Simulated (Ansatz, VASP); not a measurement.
**KF in VASP and in Ansatz**

Contents of POSCAR:

```
KF
1.0
    0.0000000000      2.6718500000      2.6718500000
    2.6718500000      0.0000000000      2.6718500000
    2.6718500000      2.6718500000      0.0000000000
K F
1 1
Direct
    0.0000000000      0.0000000000      0.0000000000
    0.5000000000      0.5000000000      0.5000000000
```

Contents of INCAR.step1:

```
PREC = Accurate
ENCUT = 520
EDIFF = 1E-5
ISMEAR = -1
SIGMA = 0.05
LREAL = F
LASPH = T
NELM = 60
ALGO = Normal
ISIF = 2
LWAVE = T
LCHARG = F
NBANDS = 15
GGA = PE
```

INCAR.step2

```
PREC = Accurate
ENCUT = 520
EDIFF = 1E-7
ISMEAR = -1
SIGMA = 0.05
LREAL = F
LASPH = T
NELM = 60
ALGO = Normal
ISIF = 2
LWAVE = F
LCHARG = F
GGA = PE
LHFCALC = T
AEXX = 0.4
HFSCREEN = 0.2
PRECFOCK = Normal
NBANDS = 15
ISTART = 1
```

The input KPOINTS:

```
regular mesh
0
Gamma
  5 5 5
```

The input input.yaml:

```yaml
crystal:
  lattice:
    - [0.0, 2.67185, 2.67185]
    - [2.67185, 0.0, 2.67185]
    - [2.67185, 2.67185, 0.0]
  atoms:
    - { symbol: K, position: [0.0, 0.0, 0.0] }
    - { symbol: F, position: [0.5, 0.5, 0.5] }
hamiltonian:
  xc: { exchange: pbe, correlation: pbe, exx: { coeff: 0.4, omega: 0.2 } }
  pseudopotentials: { kind: paw }
kpoints:
  mp_grid: { grid: [5, 5, 5] }
scf:
  occupations: { method: fermi_dirac, width: 0.05 }
output:
  forces: true
  stress: true
  eigenvalues: true
  write_density: true
  write_potential: true
  elf: true
  volumetric_format: npy
```

Alike in both runs: task single point; functional PBE-based screened hybrid; k mesh 5 × 5 × 5; occupations fermi-dirac, width 0.05 eV; no spin polarisation.

|  | VASP | Ansatz |
| --- | --- | --- |
| version | VASP 6.6.1 | Ansatz 0.2.0 |
| potentials or method | VASP PAW PBE potentials, release 64 (K_sv, F) | Ansatz PAW |
| plane-wave cutoff (eV) | 520 | 420 |
| valence electrons in the cell | 16 | 16 |

```tsv
	VASP	Ansatz	Ansatz less VASP
gap on the k mesh at the Fermi level (eV)	9.44	9.46	+0.022
least direct gap on the mesh (eV)	9.44	9.46	+0.022
pressure (GPa)	0.1	-0.1	-0.12
```

VASP's potentials were made for PBE, not for PBE-based screened hybrid. With one functional, cell and mesh, what is left measures potentials, basis and numerics.

Noted on Ansatz's run: odd divisions of the mesh miss points on the zone boundary, where band edges often lie, so the gap on the mesh can be too wide.
